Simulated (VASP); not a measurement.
The system is HfO2.

```xyz
3
Lattice="0.0000 2.6077 2.6077 2.6077 0.0000 2.6077 2.6077 2.6077 0.0000" Properties=species:S:1:pos:R:3 pbc="T T T"
Hf    0.0000    0.0000    0.0000
O     3.9115    3.9115    3.9115
O     1.3038    1.3038    1.3038
```

Base run:

| Item | Value |
| --- | --- |
| Program | VASP 6.6.1 |
| Functional | r2SCAN |
| Potentials or basis | VASP PAW PBE potentials, release 64 (Hf_pv, O) |
| Cutoff | 520 eV |
| k mesh | 9 × 9 × 9 |
| Occupations | fermi-dirac, width 0.05 eV |
| Spin | no spin polarisation |

Its results: band gap on the k mesh 4.14 eV, indirect (least direct gap 4.24 eV); pressure -23.6 GPa.

Q: After a change of settings the same cell gave: band gap on the k mesh 3.66 eV, indirect (least direct gap 3.77 eV); pressure -17.6 GPa. Which change was it?
A. further incar settings from ALGO = Normal; EDIFF = 1e-07; NBANDS = 18 to ALGO = Normal; EDIFF = 1e-06; NBANDS = 18
B. functional from r2SCAN to LDA; potentials or basis from VASP PAW PBE potentials, release 64 (Hf_pv, O) to VASP PAW LDA potentials, release 64 (Hf_pv, O)
C. functional from r2SCAN to PBE
D. functional from r2SCAN to PBEsol

A: C.

r2SCAN gives the wider gap, since meta-GGAs in the generalised Kohn-Sham scheme recover part of the derivative discontinuity.

Caveats: spin-orbit coupling is left out, which moves the levels of the heavy elements; the PAW data sets were made with another functional, which shifts forces and pressure a little (some runs).
